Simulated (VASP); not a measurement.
Si17H6Cl2, 25 atoms in the cell. The cell holds a slab with vacuum, 25 atoms: a = 7.679 Å, b = 7.679 Å, c = 17.869 Å, α = 90.00°, β = 90.00°, γ = 60.00°. 

- Program: VASP 6.6.1
- Task: single point
- Functional: LDA
- Potentials or basis: VASP PAW LDA potentials, release 64 (H, Si, Cl)
- Cutoff: 520 eV
- k mesh: 2 × 2 × 1
- Occupations: fermi-dirac, width 0.02 eV
- Spin: no spin polarisation
- Dipole correction: no
- Further INCAR settings: LREAL = Auto; ALGO = Normal; EDIFF = 1e-07; NBANDS = 62

Potentials or basis: VASP PAW LDA potentials, release 64 (H, Si, Cl).

Command:

```sh
$ cat potpaw_LDA.64/H/POTCAR potpaw_LDA.64/Si/POTCAR potpaw_LDA.64/Cl/POTCAR > POTCAR
$ mpirun -np 1 vasp_std > vasp.out
```

Hardware: 1 thread of Intel(R) Xeon(R) Platinum 8559C (Emerald Rapids), with other jobs on the host.

**Question.** How long does it take, and how much memory?

**Answer.** Run time: 9.2 min on 1 thread of Intel(R) Xeon(R) Platinum 8559C (Emerald Rapids) (shared host), peak memory 0.78 GiB. Counts: scf iterations 28, k points 4.
